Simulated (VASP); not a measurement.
# Pd2C (Fm-3m) in VASP: further runs

Pd2C is run at these levels: PBE; tasks: single point, relaxation of cell and atoms.

All numbers are computed with VASP 6.6.1; they aren't measurements. Logs are shortened: lines on timing, memory, paths and dates and some standing lists are left out, and cuts for length are marked.

## (1) The cell of the first run

The structure is cubic, space group Fm-3m (No. 225). The conventional cell has a = 5.352 Å, b = 5.352 Å, c = 5.352 Å, α = 90.00°, β = 90.00°, γ = 90.00°. Pd (site symmetry -43m) has 4 C at 2.32 Å and 6 Pd at 2.68 Å within 3.1 Å. Within 3.1 Å of C (site symmetry m-3m) lie 8 Pd at 2.32 Å.

## (2) Single point, PBE

File INCAR:

```
SYSTEM = Pd2C
PREC = Accurate ; ENCUT = 520
EDIFF = 1E-6 ; ISMEAR = 0
SIGMA = 0.1 ; LREAL = .FALSE.
LASPH = .TRUE. ; NELM = 100
ALGO = Normal ; ISIF = 2
LWAVE = .FALSE. ; LCHARG = .FALSE.
GGA = PE ; NBANDS = 19
```

File KPOINTS:

```
Automatic mesh
0
G
  6 6 6
  0 0 0
```

File POSCAR:

```
Pd2C
1.0
    0.0000000000      2.6757844755      2.6757844755
    2.6757844755      0.0000000000      2.6757844755
    2.6757844755      2.6757844755      0.0000000000
Pd C
2 1
Direct
    0.2500000000      0.2500000000      0.2500000000
    0.7500000000      0.7500000000      0.7500000000
    0.0000000000      0.0000000000      0.0000000000
```

Potentials or basis: VASP PAW PBE potentials, release 64 (Pd, C).

Started as:

```bash
$ cat potpaw_PBE.64/Pd/POTCAR potpaw_PBE.64/C/POTCAR > POTCAR
$ mpirun -np 1 vasp_std > vasp.out
```

OUTCAR:

```text
SYSTEM = Pd2C
   PREC = Accurate
   ENCUT = 520
   EDIFF = 1E-6
   ISMEAR = 0
   LREAL = .FALSE.
   LASPH = .TRUE.
   NELM = 100
   ISIF = 2
   GGA = PE

 ion  position               nearest neighbor table
   1  0.250  0.250  0.250-   3 2.32   3 2.32   3 2.32   3 2.32   2 2.68   2 2.68   2 2.68   2 2.68
                             2 2.68   2 2.68
   2  0.750  0.750  0.750-   3 2.32   3 2.32   3 2.32   3 2.32   1 2.68   1 2.68   1 2.68   1 2.68
                             1 2.68   1 2.68
   3  0.000  0.000  0.000-   2 2.32   2 2.32   2 2.32   1 2.32   1 2.32   1 2.32   2 2.32   1 2.32

  LATTYP: Found a face centered cubic cell.
 ALAT       =     5.3515689510

  Lattice vectors:

 A1 = (   0.0000000000,   2.6757844755,   2.6757844755)
 A2 = (   2.6757844755,   0.0000000000,   2.6757844755)
 A3 = (   2.6757844755,   2.6757844755,   0.0000000000)

Analysis of symmetry for initial positions (statically):
=====================================================================
 Subroutine PRICEL returns:
 Original cell was already a primitive cell.

 Routine SETGRP: Setting up the symmetry group for a
 face centered cubic supercell.

 Subroutine GETGRP returns: Found 48 space group operations
 (whereof 48 operations were pure point group operations)
 out of a pool of 48 trial point group operations.

The static configuration has the point symmetry O_h .

Analysis of symmetry for dynamics (positions and initial velocities):
=====================================================================
 Subroutine PRICEL returns:
 Original cell was already a primitive cell.

 Routine SETGRP: Setting up the symmetry group for a
 face centered cubic supercell.

 Subroutine GETGRP returns: Found 48 space group operations
 (whereof 48 operations were pure point group operations)
 out of a pool of 48 trial point group operations.

The dynamic configuration has the point symmetry O_h .

 Subroutine INISYM returns: Found 48 space group operations
 (whereof 48 operations are pure point group operations),
 and found     1 'primitive' translations

----------------------------------------------------------------------------------------

                                     Primitive cell

  volume of cell :      38.3163

  direct lattice vectors                    reciprocal lattice vectors
     0.000000000  2.675784475  2.675784475    -0.186861089  0.186861089  0.186861089
     2.675784475  0.000000000  2.675784475     0.186861089 -0.186861089  0.186861089
     2.675784475  2.675784475  0.000000000     0.186861089  0.186861089 -0.186861089

  length of vectors
     3.784130695  3.784130695  3.784130695     0.323652899  0.323652899  0.323652899

  position of ions in fractional coordinates (direct lattice)
     0.250000000  0.250000000  0.250000000
     0.750000000  0.750000000  0.750000000
     0.000000000  0.000000000  0.000000000

  ion indices of the primitive-cell ions
   primitive index   ion index
                 1           1
                 2           2
                 3           3

----------------------------------------------------------------------------------------

 KPOINTS: Automatic mesh

Automatic generation of k-mesh.
 Grid dimensions read from file:
 generate k-points for:    6    6    6

 Generating k-lattice:

  Cartesian coordinates                     Fractional coordinates (reciprocal lattice)
    -0.031143515  0.031143515  0.031143515     0.166666667  0.000000000  0.000000000
     0.031143515 -0.031143515  0.031143515     0.000000000  0.166666667  0.000000000
     0.031143515  0.031143515 -0.031143515     0.000000000  0.000000000  0.166666667

  Length of vectors
     0.053942150  0.053942150  0.053942150

  Shift w.r.t. Gamma in fractional coordinates (k-lattice)
     0.000000000  0.000000000  0.000000000

 Subroutine IBZKPT returns following result:
 ===========================================

 Found     16 irreducible k-points:

 Following reciprocal coordinates:
            Coordinates               Weight
  0.000000  0.000000  0.000000      1.000000
  0.166667  0.000000  0.000000      8.000000
  0.333333  0.000000  0.000000      8.000000
  0.500000  0.000000  0.000000      4.000000
  0.166667  0.166667  0.000000      6.000000
  0.333333  0.166667  0.000000     24.000000
[... 8 lines left out ...]
 -0.333333  0.333333  0.166667     24.000000
 -0.333333  0.500000  0.166667     12.000000
   k-points           NKPTS =     16   k-points in BZ     NKDIM =     16   number of bands    NBANDS=     19
   number of dos      NEDOS =    301   number of ions     NIONS =      3
   total plane-waves  NPLWV =  21952
   dimension x,y,z NGX =    28 NGY =   28 NGZ =   28
   dimension x,y,z NGXF=    56 NGYF=   56 NGZF=   56
   ions per type =               2   1
   NGX,Y,Z   is equivalent  to a cutoff of  12.30, 12.30, 12.30 a.u.
   NGXF,Y,Z  is equivalent  to a cutoff of  24.60, 24.60, 24.60 a.u.
 SYSTEM =  Pd2C
   PREC   = accura    normal or accurate (medium, high low for compatibility)
   ISTART =      0    job   : 0-new  1-cont  2-samecut
   ICHARG =      2    charge: 1-file 2-atom 10-const
   ISPIN  =      1    spin polarized calculation?
   LNONCOLLINEAR =      F non collinear calculations
   LSORBIT =      F    spin-orbit coupling
   LASPH  =      T    aspherical Exc in radial PAW
   ENCUT  =  520.0 eV  38.22 Ry    6.18 a.u.   7.04  7.04  7.04*2*pi/ulx,y,z
   NELM   =    100;   NELMIN=  2; NELMDL= -5     # of ELM steps
   EDIFF  = 0.1E-05   stopping-criterion for ELM
   LREAL  =      F    real-space projection
   EDIFFG = 0.1E-04   stopping-criterion for IOM
   NSW    =      0    number of steps for IOM
   IBRION =     -1    ionic relax: 0-MD 1-quasi-New 2-CG
   NFREE  =      0    steps in history (QN), initial steepest desc. (CG)
   ISIF   =      2    stress and relaxation
   ISYM   =      2    0-nonsym 1-usesym 2-fastsym
   POTIM  = 0.5000    time-step for ionic-motion
   TEBEG  =    0.0;   TEEND  =   0.0 temperature during run
   PSTRESS=    0.0 pullay stress
   NELECT =      24.0000    total number of electrons
   NUPDOWN=      -1.0000    fix difference up-down
   EMIN   =  10.00;   EMAX   =-10.00  energy-range for DOS
   EFERMI =   0.00;   METHOD = LEGACY
   ISMEAR =     0;   SIGMA  =   0.10  broadening in eV -4-tet -1-fermi 0-gaus
   EFERMI_NEDOS =   21; number of points for ismear=-14 and -15
   IALGO  =     38    algorithm
   IMIX   =      4    mixing-type and parameters
     AMIX     =   0.40;   BMIX     =  1.00
     AMIX_MAG =   1.60;   BMIX_MAG =  1.00
  volume/ion in A,a.u.               =      12.77        86.19
  Fermi-wavevector in a.u.,A,eV,Ry     =   1.400718  2.646974 26.694788  1.962012
  Thomas-Fermi vector in A             =   2.523651
   LORBIT       =      0    0 simple, 1 ext, 2 COOP (PROOUT), +10 PAW based schemes
   GGA     = PE    functional components
   LHFCALC =     F    Hartree Fock is set to
   AEXX    =    0.0000 exact exchange contribution
   IVDW    =     0    specifies the selected vdW correction
   LEPSILON=     F    determine dielectric tensor
   LRPA    =     F    only Hartree local field effects (RPA)
 non-spin polarized calculation
 Gauss-broadening in eV      SIGMA  =   0.10
  energy-cutoff  :      520.00
  volume of cell :       38.32
 maximum number of plane-waves:      1056
   NGX = 15   NGY = 15   NGZ = 15

 number of electron      24.0000009 magnetization

 Free energy of the ion-electron system (eV)
  ---------------------------------------------------
  ext. energy  EPLUGINS =         0.00000000
  ---------------------------------------------------
  free energy    TOTEN  =       -17.12617361 eV

  energy without entropy =      -17.11147301  energy(sigma->0) =      -17.11882331

 E-fermi :   9.8293     XC(G=0): -12.6910

 val. band max:        9.7891357835   @ k =   0.5000   0.5000   0.0000
 cond. band min:       9.8318744793   @ k =  -0.3333   0.5000   0.1667
 fundamental gap:      0.0427386957
 Fermi energy:         9.8292979845

 k-point     1 :       0.0000    0.0000    0.0000
  band No.  band energies     occupation
      1      -3.1371      2.00000
      2       2.8504      2.00000
      3       2.8504      2.00000
      4       2.8504      2.00000
      5       3.9646      2.00000
      6       3.9646      2.00000
[... 11 lines left out ...]
     18      17.6545      0.00000
     19      24.1701      0.00000

 k-point     2 :       0.1667    0.0000    0.0000
  band No.  band energies     occupation
      1      -2.8926      2.00000
      2       2.8603      2.00000
      3       3.0567      2.00000
      4       3.0567      2.00000
      5       4.2198      2.00000
      6       4.2198      2.00000
[... 11 lines left out ...]
     18      18.4533      0.00000
     19      23.3249      0.00000

 k-point     3 :       0.3333    0.0000    0.0000
  band No.  band energies     occupation
      1      -2.3806      2.00000
      2       3.1600      2.00000
      3       3.5756      2.00000
      4       3.5756      2.00000
      5       4.9494      2.00000
      6       4.9494      2.00000
[... 11 lines left out ...]
     18      19.4688      0.00000
     19      22.5680      0.00000

 k-point     4 :       0.5000    0.0000    0.0000
  band No.  band energies     occupation
      1      -2.1159      2.00000
      2       3.5806      2.00000
      3       3.9462      2.00000
      4       3.9462      2.00000
      5       5.7902      2.00000
      6       5.7902      2.00000
[... 231 lines left out ...]
     18      20.0425      0.00000
     19      21.8436      0.00000

 k-point    15 :      -0.3333    0.3333    0.1667
  band No.  band energies     occupation
      1      -1.9445      2.00000
      2       3.6434      2.00000
      3       3.7036      2.00000
      4       4.4005      2.00000
      5       5.2794      2.00000
      6       5.3743      2.00000
[... 11 lines left out ...]
     18      19.3433      0.00000
     19      23.4510      0.00000

 k-point    16 :      -0.3333    0.5000    0.1667
  band No.  band energies     occupation
      1      -1.8933      2.00000
      2       3.0863      2.00000
      3       4.1582      2.00000
      4       4.4805      2.00000
      5       4.8770      2.00000
      6       5.4641      2.00000
[... 11 lines left out ...]
     18      18.4826      0.00000
     19      22.1206      0.00000

------------------------ aborting loop because EDIFF is reached ----------------------------------------

  FORCE on cell =-STRESS in cart. coord.  units (eV):
  Direction    XX          YY          ZZ          XY          YZ          ZX
  --------------------------------------------------------------------------------------
  -------------------------------------------------------------------------------------
  Total       -0.0415894     -0.0415894     -0.0415894      0.0000000      0.0000000      0.0000000
  in kB       -1.7390420     -1.7390420     -1.7390420      0.0000000      0.0000000      0.0000000
  external PRESSURE =      -1.7390420 kB  Pullay stress =       0.0000000 kB

 VOLUME and BASIS-vectors are now :
 -----------------------------------------------------------------------------
  energy-cutoff  :      520.00
  volume of cell :       38.32
      direct lattice vectors                 reciprocal lattice vectors
     0.000000000  2.675784475  2.675784475    -0.186861089  0.186861089  0.186861089
     2.675784475  0.000000000  2.675784475     0.186861089 -0.186861089  0.186861089
     2.675784475  2.675784475  0.000000000     0.186861089  0.186861089 -0.186861089

 POSITION                                       TOTAL-FORCE (eV/Angst)
 -----------------------------------------------------------------------------------
      1.33789      1.33789      1.33789         0.000000      0.000000      0.000000
      4.01368      4.01368      4.01368        -0.000000     -0.000000     -0.000000
      0.00000      0.00000      0.00000         0.000000     -0.000000      0.000000
 -----------------------------------------------------------------------------------
    total drift:                                0.000000      0.000000      0.000000

  FREE ENERGIE OF THE ION-ELECTRON SYSTEM (eV)
  ---------------------------------------------------
  free  energy   TOTEN  =       -17.1261736096 eV

  energy  without entropy=      -17.1114730146  energy(sigma->0) =      -17.11882331
```

Run time: 14 s. Hardware: 1 thread of Intel Xeon Platinum 8259CL at 2.50GHz (Skylake/Cascade Lake), shared host; peak memory 0.15 GiB.

What came out:

```yaml
Free_energy: -17.1262 eV
Pressure: -0.2 GPa
Band_gap_on_the_k_mesh: zero (band 12 reaches 10.39 eV, above the bottom of band 13 at 9.13 eV)
```

## (3) Relaxation of cell and atoms, PBE

This run uses another cell than the first one, of 13.62 Å³/atom, 1.066 times its volume.

File INCAR:

```
SYSTEM = Pd2C
PREC = Accurate
ENCUT = 600
EDIFF = 1E-6
ISMEAR = 0
SIGMA = 0.1
LREAL = .FALSE.
LASPH = .TRUE.
NELM = 60
ALGO = Normal
ISIF = 3
LWAVE = .FALSE.
LCHARG = .FALSE.
GGA = PE
IBRION = 2
NSW = 90
EDIFFG = -0.04
```

KPOINTS is that of step 2.

File POSCAR:

```
Pd2C
1.0
    0.0000000000      2.7337555800      2.7337555800
    2.7337555800      0.0000000000      2.7337555800
    2.7337555800      2.7337555800      0.0000000000
Pd C
2 1
Direct
    0.2500000000      0.2500000000      0.2500000000
    0.7500000000      0.7500000000      0.7500000000
    0.0000000000      0.0000000000      0.0000000000
```

Potentials or basis: VASP PAW PBE potentials, release 64 (Pd, C).

Started as:

```bash
$ cat potpaw_PBE.64/Pd/POTCAR potpaw_PBE.64/C/POTCAR > POTCAR
$ mpirun -np 1 vasp_std > vasp.out
```

Run time: 37 s. Hardware: 1 thread of Intel Xeon Platinum 8259CL at 2.50GHz (Skylake/Cascade Lake), shared host; peak memory 0.18 GiB.

It converged, with:

```
Free energy                            : -17.1292 eV
Relaxed volume                         : 12.77 Å³/atom
Relaxed cell                           : a = 3.784 Å, b = 3.784 Å, c = 3.784 Å, α = 60.00°, β = 60.00°, γ = 60.00°
Space group after relaxing (to 0.05 Å) : Fm-3m (No. 225)
Energy gained by relaxing              : 31.6 meV/atom
Ionic steps                            : 3
Pressure after relaxing                : -0.2 GPa
Band gap on the k mesh                 : zero (band 12 reaches 10.40 eV, above the bottom of band 13 at 9.14 eV)
```

The path:
| step | energy change (eV) | largest force (eV/Å) | pressure (GPa) | volume (Å³) |
| --- | --- | --- | --- | --- |
| 1 | 0.0000 | 0.0000 | -10.93 | 40.86 |
| 2 | 0.0381 | 0.0000 | 17.25 | 35.61 |
| 3 | -0.0947 | 0.0000 | -0.19 | 38.31 |

Final structure:
```cif
data_structure
_symmetry_space_group_name_H-M 'P 1'
_symmetry_Int_Tables_number 1
_cell_length_a 3.7838
_cell_length_b 3.7838
_cell_length_c 3.7838
_cell_angle_alpha 60.000
_cell_angle_beta 60.000
_cell_angle_gamma 60.000
_cell_volume 38.31
loop_
_atom_site_label
_atom_site_type_symbol
_atom_site_fract_x
_atom_site_fract_y
_atom_site_fract_z
_atom_site_occupancy
Pd1 Pd 0.25000 0.25000 0.25000 1
Pd2 Pd 0.75000 0.75000 0.75000 1
C1 C 0.00000 0.00000 0.00000 1
```

Levels at points of the mesh, in eV from the Fermi level:
| k point | band 9 | band 10 | band 11 | band 12 | band 13 | band 14 | band 15 | band 16 |
| --- | --- | --- | --- | --- | --- | --- | --- | --- |
| (0.00, 0.00, 0.00) | -1.85 | -0.61 | -0.61 | 0.08 | 2.12 | 2.12 | 2.12 | 7.83 |
| (0.50, 0.00, 0.00) | -3.42 | -3.32 | -3.32 | -2.19 | 1.86 | 1.86 | 3.44 | 6.18 |
| (0.50, 0.50, 0.00) | -3.04 | -1.68 | -1.40 | -1.40 | -0.70 | -0.04 | 4.71 | 8.08 |
